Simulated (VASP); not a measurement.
C:

```
CELL_PARAMETERS angstrom
2.50517 0.00000 0.00000
-1.25259 2.16954 0.00000
0.00000 0.00000 8.18182
ATOMIC_POSITIONS crystal
C 0.66667 0.33333 0.84375
C 0.33333 0.66667 0.34375
C 0.66667 0.33333 0.65625
C 0.33333 0.66667 0.15625
C 0.00000 0.00000 0.90625
C 0.00000 0.00000 0.40625
C 0.00000 0.00000 0.59375
C 0.00000 0.00000 0.09375
```

Program: VASP 6.6.1. Alike in all runs: task single point; no spin polarisation; cell as given; k mesh 12 × 12 × 4; cutoff (eV) 520; smearing fermi-dirac 0.05 eV.

Order these runs on this cell by their pressure, lowest first.
A. level LDA; potentials or basis VASP PAW LDA potentials, release 64 (C)
B. level BLYP+D4; potentials or basis VASP PAW PBE potentials, release 64 (C)
C. level revPBE+D4; potentials or basis VASP PAW PBE potentials, release 64 (C)
D. level r2SCAN+D3(BJ); potentials or basis VASP PAW PBE potentials, release 64 (C)
E. level PBE; potentials or basis VASP PAW PBE potentials, release 64 (C)

A (-2.1 GPa), C (3.6 GPa), D (5.9 GPa), B (10.7 GPa), E (12.3 GPa).

Caveats: the PAW data sets were made with another functional, which shifts forces and pressure a little (some runs).
